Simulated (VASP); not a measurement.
# Mg (P6_3/mmc) in VASP: notebook, part 2 of 2

VASP 6.6.1.

### Step 3. Single point, LDA

INCAR reads:

```
ALGO     = Normal         # electronic algorithm
EDIFF    = 1E-6           # SCF threshold, eV
ENCUT    = 520            # plane-wave cutoff, eV
GGA      = CA             # functional
ISIF     = 2              # what is computed and relaxed
ISMEAR   = -1             # smearing method
LASPH    = T              # aspherical terms in the spheres
LCHARG   = F              # write CHGCAR
LREAL    = F              # projectors in reciprocal space
LWAVE    = F              # write WAVECAR
NBANDS   = 9              # bands
NELM     = 60             # most SCF steps
PREC     = Accurate       # precision mode
SIGMA    = 0.01           # smearing width, eV
```

KPOINTS reads:

```
k-points
0
Gamma
  12 12 6
```

POSCAR reads:

```
Mg
1.0
    3.1325008903      0.0000000000      0.0000000000
   -1.5662504451      2.7128253484      0.0000000000
    0.0000000000      0.0000000000      5.0848940941
Mg
2
Direct
    0.3333333333      0.6666666667      0.2500000000
    0.6666666667      0.3333333333      0.7500000000
```

Potentials or basis: VASP PAW LDA potentials, release 64 (Mg).

Launch:

```bash
> cat potpaw_LDA.64/Mg/POTCAR > POTCAR
> mpirun -np 1 vasp_std > vasp.out
```

OUTCAR:

```text
EDIFF = 1E-6
   ENCUT = 520
   GGA = CA
   ISIF = 2
   ISMEAR = -1
   LASPH = T
   LREAL = F
   NELM = 60
   PREC = Accurate

 ion  position               nearest neighbor table
   1  0.333  0.667  0.250-   2 3.12   2 3.12   2 3.12   2 3.12   2 3.12   2 3.12
   2  0.667  0.333  0.750-   1 3.12   1 3.12   1 3.12   1 3.12   1 3.12   1 3.12

  LATTYP: Found a hexagonal cell.
 ALAT       =     3.1325008903
 C/A-ratio  =     1.6232698001

  Lattice vectors:

 A1 = (   3.1325008903,   0.0000000000,   0.0000000000)
 A2 = (  -1.5662504451,   2.7128253484,   0.0000000000)
 A3 = (   0.0000000000,   0.0000000000,   5.0848940941)

Analysis of symmetry for initial positions (statically):
=====================================================================
 Subroutine PRICEL returns:
 Original cell was already a primitive cell.

 Routine SETGRP: Setting up the symmetry group for a
 hexagonal supercell.

 Subroutine GETGRP returns: Found 24 space group operations
 (whereof 12 operations were pure point group operations)
 out of a pool of 24 trial point group operations.

The static configuration has the point symmetry D_3d.
 The point group associated with its full space group is D_6h.

Analysis of symmetry for dynamics (positions and initial velocities):
=====================================================================
 Subroutine PRICEL returns:
 Original cell was already a primitive cell.

 Routine SETGRP: Setting up the symmetry group for a
 hexagonal supercell.

 Subroutine GETGRP returns: Found 24 space group operations
 (whereof 12 operations were pure point group operations)
 out of a pool of 24 trial point group operations.

The dynamic configuration has the point symmetry D_3d.
 The point group associated with its full space group is D_6h.

 Subroutine INISYM returns: Found 24 space group operations
 (whereof 12 operations are pure point group operations),
 and found     1 'primitive' translations

[... 110 lines left out ...]
   EFERMI_NEDOS =   21; number of points for ismear=-14 and -15
   IALGO  =     38    algorithm
   IMIX   =      4    mixing-type and parameters
     AMIX     =   0.40;   BMIX     =  1.00
     AMIX_MAG =   1.60;   BMIX_MAG =  1.00
  volume/ion in A,a.u.               =      21.61       145.80
  Fermi-wavevector in a.u.,A,eV,Ry     =   0.740565  1.399465  7.461932  0.548437
  Thomas-Fermi vector in A             =   1.834998
   LORBIT       =      0    0 simple, 1 ext, 2 COOP (PROOUT), +10 PAW based schemes
   GGA     = CA    functional components
   LHFCALC =     F    Hartree Fock is set to
   AEXX    =    0.0000 exact exchange contribution
   IVDW    =     0    specifies the selected vdW correction
   LEPSILON=     F    determine dielectric tensor
   LRPA    =     F    only Hartree local field effects (RPA)
 non-spin polarized calculation
  energy-cutoff  :      520.00
  volume of cell :       43.21
 maximum number of plane-waves:      1182
 NGX is ok and might be reduce to    24
   NGX = 11   NGY = 11   NGZ = 19

 number of electron       4.0000000 magnetization

 Free energy of the ion-electron system (eV)
  ---------------------------------------------------
  ext. energy  EPLUGINS =         0.00000000
  ---------------------------------------------------
  free energy    TOTEN  =        -3.62148292 eV

  energy without entropy =       -3.62088119  energy(sigma->0) =       -3.62118205

 E-fermi :   2.6981     XC(G=0):  -8.8771

 val. band max:        2.6866584774   @ k =   0.3333   0.3333   0.3333
 cond. band min:       2.7173649943   @ k =   0.2500   0.0833   0.0000
 fundamental gap:      0.0307065169
 Fermi energy:         2.6981356453

 k-point     1 :       0.0000    0.0000    0.0000
  band No.  band energies     occupation
      1      -4.3923      2.00000
      2       1.0411      2.00000
      3       1.5207      2.00000
      4      14.0385      0.00000
      5      14.0385      0.00000
      6      14.2072      0.00000
      7      14.2072      0.00000
      8      14.9613      0.00000
      9      16.7338      0.00000
[... 265 lines left out ...]
 k-point    24 :       0.3333    0.0000    0.1667
  band No.  band energies     occupation
      1      -1.9871      2.00000
      2       1.6918      2.00000
      3       4.3619      0.00000
      4       5.6206      0.00000
      5       8.0115      0.00000
      6      10.5165      0.00000
      7      10.7796      0.00000
      8      12.6913      0.00000
      9      13.7171      0.00000

 [... further k-points ...]
[... 5 lines left out ...]
  --------------------------------------------------------------------------------------
  -------------------------------------------------------------------------------------
  Total        0.0436030      0.0436030     -0.3478393      0.0000000      0.0000000      0.0000000
  in kB        1.6167096      1.6167096    -12.8971673      0.0000000      0.0000000      0.0000000
  external PRESSURE =      -3.2212494 kB  Pullay stress =       0.0000000 kB

 VOLUME and BASIS-vectors are now :
 -----------------------------------------------------------------------------
  energy-cutoff  :      520.00
  volume of cell :       43.21
      direct lattice vectors                 reciprocal lattice vectors
     3.132500890  0.000000000  0.000000000     0.319233748  0.184309690  0.000000000
    -1.566250445  2.712825348  0.000000000     0.000000000  0.368619381  0.000000000
     0.000000000  0.000000000  5.084894094     0.000000000  0.000000000  0.196660930

 POSITION                                       TOTAL-FORCE (eV/Angst)
 -----------------------------------------------------------------------------------
     -0.00000      1.80855      1.27122        -0.000000      0.000000      0.000000
      1.56625      0.90428      3.81367         0.000000     -0.000000      0.000000
 -----------------------------------------------------------------------------------
    total drift:                               -0.000000      0.000000     -0.000000

  FREE ENERGIE OF THE ION-ELECTRON SYSTEM (eV)
  ---------------------------------------------------
  free  energy   TOTEN  =        -3.6214829216 eV

  energy  without entropy=       -3.6208811874  energy(sigma->0) =       -3.62118205
```

Wall time 12 s (1 thread of Intel Xeon Platinum 8488C (Sapphire Rapids), shared host); peak memory 0.15 GiB.

Results:

```
Free energy            : -3.6215 eV
Pressure               : -0.3 GPa
Band gap on the k mesh : zero (band 2 reaches 3.81 eV, above the bottom of band 3 at 1.52 eV)
```

Stress tensor (GPa, compression positive):
```
 0.16  0.00  0.00
 0.00  0.16  0.00
 0.00  0.00 -1.29
```

### Step 4. Single point, LDA

INCAR reads:

```
PREC = Accurate
ENCUT = 520
EDIFF = 1E-7
ISMEAR = -1
SIGMA = 0.03
LREAL = False
LASPH = True
NELM = 60
ALGO = Normal
ISIF = 2
LWAVE = False
LCHARG = True
GGA = CA
LELF = True
LVHAR = True
NBANDS = 9
```

KPOINTS reads:

```
regular mesh
0
Gamma
  12 12 6
```

POSCAR is that of step 3.

Potentials or basis: VASP PAW LDA potentials, release 64 (Mg).

Launch:

```bash
> cat potpaw_LDA.64/Mg/POTCAR > POTCAR
> mpirun -np 1 vasp_std > vasp.out
```

OUTCAR:

```text
PREC = Accurate
   ENCUT = 520
   EDIFF = 1E-7
   ISMEAR = -1
   LREAL = False
   LASPH = True
   NELM = 60
   ISIF = 2
   GGA = CA

 ion  position               nearest neighbor table
   1  0.333  0.667  0.250-   2 3.12   2 3.12   2 3.12   2 3.12   2 3.12   2 3.12
   2  0.667  0.333  0.750-   1 3.12   1 3.12   1 3.12   1 3.12   1 3.12   1 3.12

  LATTYP: Found a hexagonal cell.
 ALAT       =     3.1325008903
 C/A-ratio  =     1.6232698001

  Lattice vectors:

 A1 = (   3.1325008903,   0.0000000000,   0.0000000000)
 A2 = (  -1.5662504451,   2.7128253484,   0.0000000000)
 A3 = (   0.0000000000,   0.0000000000,   5.0848940941)

Analysis of symmetry for initial positions (statically):
=====================================================================
 Subroutine PRICEL returns:
 Original cell was already a primitive cell.

 Routine SETGRP: Setting up the symmetry group for a
 hexagonal supercell.

 Subroutine GETGRP returns: Found 24 space group operations
 (whereof 12 operations were pure point group operations)
 out of a pool of 24 trial point group operations.

The static configuration has the point symmetry D_3d.
 The point group associated with its full space group is D_6h.

Analysis of symmetry for dynamics (positions and initial velocities):
=====================================================================
 Subroutine PRICEL returns:
 Original cell was already a primitive cell.

 Routine SETGRP: Setting up the symmetry group for a
 hexagonal supercell.

 Subroutine GETGRP returns: Found 24 space group operations
 (whereof 12 operations were pure point group operations)
 out of a pool of 24 trial point group operations.

The dynamic configuration has the point symmetry D_3d.
 The point group associated with its full space group is D_6h.

 Subroutine INISYM returns: Found 24 space group operations
 (whereof 12 operations are pure point group operations),
 and found     1 'primitive' translations

----------------------------------------------------------------------------------------

                                     Primitive cell

  volume of cell :      43.2111

  direct lattice vectors                    reciprocal lattice vectors
     3.132500890  0.000000000  0.000000000     0.319233748  0.184309690  0.000000000
    -1.566250445  2.712825348  0.000000000     0.000000000  0.368619381  0.000000000
     0.000000000  0.000000000  5.084894094     0.000000000  0.000000000  0.196660930

  length of vectors
     3.132500890  3.132500890  5.084894094     0.368619381  0.368619381  0.196660930

  position of ions in fractional coordinates (direct lattice)
     0.333333333  0.666666667  0.250000000
     0.666666667  0.333333333  0.750000000

  ion indices of the primitive-cell ions
   primitive index   ion index
                 1           1
                 2           2

----------------------------------------------------------------------------------------

 KPOINTS: regular mesh

Automatic generation of k-mesh.
 Grid dimensions read from file:
 generate k-points for:   12   12    6

 Generating k-lattice:

  Cartesian coordinates                     Fractional coordinates (reciprocal lattice)
     0.026602812  0.015359141  0.000000000     0.083333333  0.000000000  0.000000000
     0.000000000  0.030718282  0.000000000     0.000000000  0.083333333  0.000000000
     0.000000000  0.000000000  0.032776822     0.000000000  0.000000000  0.166666667

  Length of vectors
     0.030718282  0.030718282  0.032776822

  Shift w.r.t. Gamma in fractional coordinates (k-lattice)
     0.000000000  0.000000000  0.000000000

 Subroutine IBZKPT returns following result:
 ===========================================

 Found     76 irreducible k-points:

 Following reciprocal coordinates:
            Coordinates               Weight
  0.000000  0.000000  0.000000      1.000000
  0.083333 -0.000000  0.000000      6.000000
  0.166667 -0.000000  0.000000      6.000000
  0.250000 -0.000000  0.000000      6.000000
  0.333333  0.000000  0.000000      6.000000
  0.416667  0.000000  0.000000      6.000000
[... 16 lines left out ...]
  0.250000 -0.000000  0.166667     12.000000
  0.333333  0.000000  0.166667     12.000000
 [... further k-points ...]
   k-points           NKPTS =     76   k-points in BZ     NKDIM =     76   number of bands    NBANDS=      9
   number of dos      NEDOS =    301   number of ions     NIONS =      2
   total plane-waves  NPLWV =  23040
   dimension x,y,z NGX =    24 NGY =   24 NGZ =   40
   dimension x,y,z NGXF=    48 NGYF=   48 NGZF=   80
   ions per type =               2
   NGX,Y,Z   is equivalent  to a cutoff of  12.74, 12.74, 13.08 a.u.
   NGXF,Y,Z  is equivalent  to a cutoff of  25.47, 25.47, 26.16 a.u.
 SYSTEM =  unknown system
   PREC   = accura    normal or accurate (medium, high low for compatibility)
   ISTART =      0    job   : 0-new  1-cont  2-samecut
   ICHARG =      2    charge: 1-file 2-atom 10-const
   ISPIN  =      1    spin polarized calculation?
   LNONCOLLINEAR =      F non collinear calculations
   LSORBIT =      F    spin-orbit coupling
   LASPH  =      T    aspherical Exc in radial PAW
   ENCUT  =  520.0 eV  38.22 Ry    6.18 a.u.   5.82  5.82  9.45*2*pi/ulx,y,z
   NELM   =     60;   NELMIN=  2; NELMDL= -5     # of ELM steps
   EDIFF  = 0.1E-06   stopping-criterion for ELM
   LREAL  =      F    real-space projection
   EDIFFG = 0.1E-05   stopping-criterion for IOM
   NSW    =      0    number of steps for IOM
   IBRION =     -1    ionic relax: 0-MD 1-quasi-New 2-CG
   NFREE  =      0    steps in history (QN), initial steepest desc. (CG)
   ISIF   =      2    stress and relaxation
   ISYM   =      2    0-nonsym 1-usesym 2-fastsym
   POTIM  = 0.5000    time-step for ionic-motion
   TEBEG  =    0.0;   TEEND  =   0.0 temperature during run
   PSTRESS=    0.0 pullay stress
   NELECT =       4.0000    total number of electrons
   NUPDOWN=      -1.0000    fix difference up-down
   EMIN   =  10.00;   EMAX   =-10.00  energy-range for DOS
   EFERMI =   0.00;   METHOD = LEGACY
   ISMEAR =    -1;   SIGMA  =   0.03  broadening in eV -4-tet -1-fermi 0-gaus
   EFERMI_NEDOS =   21; number of points for ismear=-14 and -15
   IALGO  =     38    algorithm
   IMIX   =      4    mixing-type and parameters
     AMIX     =   0.40;   BMIX     =  1.00
     AMIX_MAG =   1.60;   BMIX_MAG =  1.00
  volume/ion in A,a.u.               =      21.61       145.80
  Fermi-wavevector in a.u.,A,eV,Ry     =   0.740565  1.399465  7.461932  0.548437
  Thomas-Fermi vector in A             =   1.834998
   LORBIT       =      0    0 simple, 1 ext, 2 COOP (PROOUT), +10 PAW based schemes
   GGA     = CA    functional components
   LHFCALC =     F    Hartree Fock is set to
   AEXX    =    0.0000 exact exchange contribution
   IVDW    =     0    specifies the selected vdW correction
   LEPSILON=     F    determine dielectric tensor
   LRPA    =     F    only Hartree local field effects (RPA)
 non-spin polarized calculation
  energy-cutoff  :      520.00
  volume of cell :       43.21
 maximum number of plane-waves:      1182
 NGX is ok and might be reduce to    24
   NGX = 11   NGY = 11   NGZ = 19

 number of electron       4.0000000 magnetization

 Free energy of the ion-electron system (eV)
  ---------------------------------------------------
  ext. energy  EPLUGINS =         0.00000000
  ---------------------------------------------------
  free energy    TOTEN  =        -3.62374559 eV

  energy without entropy =       -3.61936571  energy(sigma->0) =       -3.62155565

 E-fermi :   2.7107     XC(G=0):  -8.8772

 val. band max:        2.6860837559   @ k =   0.3333   0.3333   0.3333
 cond. band min:       2.7168486210   @ k =   0.2500  -0.0000   0.0000
 fundamental gap:      0.0307648651
 Fermi energy:         2.7106799205

 k-point     1 :       0.0000    0.0000    0.0000
  band No.  band energies     occupation
      1      -4.3924      2.00000
      2       1.0413      2.00000
      3       1.5202      2.00000
      4      14.0385      0.00000
      5      14.0385      0.00000
      6      14.2066      0.00000
      7      14.2066      0.00000
      8      14.9614      0.00000
      9      16.7333      0.00000
[... 265 lines left out ...]
 k-point    24 :       0.3333    0.0000    0.1667
  band No.  band energies     occupation
      1      -1.9872      2.00000
      2       1.6916      2.00000
      3       4.3616      0.00000
      4       5.6205      0.00000
      5       8.0113      0.00000
      6      10.5163      0.00000
      7      10.7794      0.00000
      8      12.6912      0.00000
      9      13.7169      0.00000

 [... further k-points ...]
[... 5 lines left out ...]
  --------------------------------------------------------------------------------------
  -------------------------------------------------------------------------------------
  Total       -0.0062960     -0.0062960     -0.2401583     -0.0000000      0.0000000      0.0000000
  in kB       -0.2334437     -0.2334437     -8.9045763     -0.0000000      0.0000000      0.0000000
  external PRESSURE =      -3.1238212 kB  Pullay stress =       0.0000000 kB

 VOLUME and BASIS-vectors are now :
 -----------------------------------------------------------------------------
  energy-cutoff  :      520.00
  volume of cell :       43.21
      direct lattice vectors                 reciprocal lattice vectors
     3.132500890  0.000000000  0.000000000     0.319233748  0.184309690  0.000000000
    -1.566250445  2.712825348  0.000000000     0.000000000  0.368619381  0.000000000
     0.000000000  0.000000000  5.084894094     0.000000000  0.000000000  0.196660930

 POSITION                                       TOTAL-FORCE (eV/Angst)
 -----------------------------------------------------------------------------------
     -0.00000      1.80855      1.27122         0.000000     -0.000000      0.000000
      1.56625      0.90428      3.81367        -0.000000      0.000000      0.000000
 -----------------------------------------------------------------------------------
    total drift:                               -0.000000      0.000000     -0.000000

  FREE ENERGIE OF THE ION-ELECTRON SYSTEM (eV)
  ---------------------------------------------------
  free  energy   TOTEN  =        -3.6237455944 eV

  energy  without entropy=       -3.6193657058  energy(sigma->0) =       -3.62155565
```

stdout:

```text
POSCAR found type information on POSCAR Mg
 POSCAR found :  1 types and       2 ions
 scaLAPACK will be used
 LDA part: xc-table for (Slater(with rela. corr.)+CA(PZ))
 , standard interpolation
 POSCAR, INCAR and KPOINTS ok, starting setup
 FFT: planning ... GRIDC
 FFT: planning ... GRID_SOFT
 FFT: planning ... GRID
 WAVECAR not read
 entering main loop
```

Wall time 15 s (1 thread of Intel Xeon Platinum 8488C (Sapphire Rapids), shared host); peak memory 0.15 GiB.

What came out:

```yaml
Free_energy: -3.6237 eV
Pressure: -0.3 GPa
Band_gap_on_the_k_mesh: zero (band 2 reaches 3.81 eV, above the bottom of band 3 at 1.52 eV)
```

### Step 5. Summary

```csv
k mesh,smearing,gap on the mesh (eV),pressure (GPa)
12 × 12 × 7,fermi-dirac 0.1 eV,none,-0.3
12 × 12 × 6,fermi-dirac 0.01 eV,none,-0.3
12 × 12 × 6,fermi-dirac 0.03 eV,none,-0.3
```

Alike in all rows: task single point; level LDA; potentials or basis VASP PAW LDA potentials, release 64 (Mg); no spin polarisation; cell as given; cutoff (eV) 520.

Every run on the cell as given and a fine mesh finds a metal.

Total energies depend on the potentials used, so only differences within one code and one set of settings carry meaning.
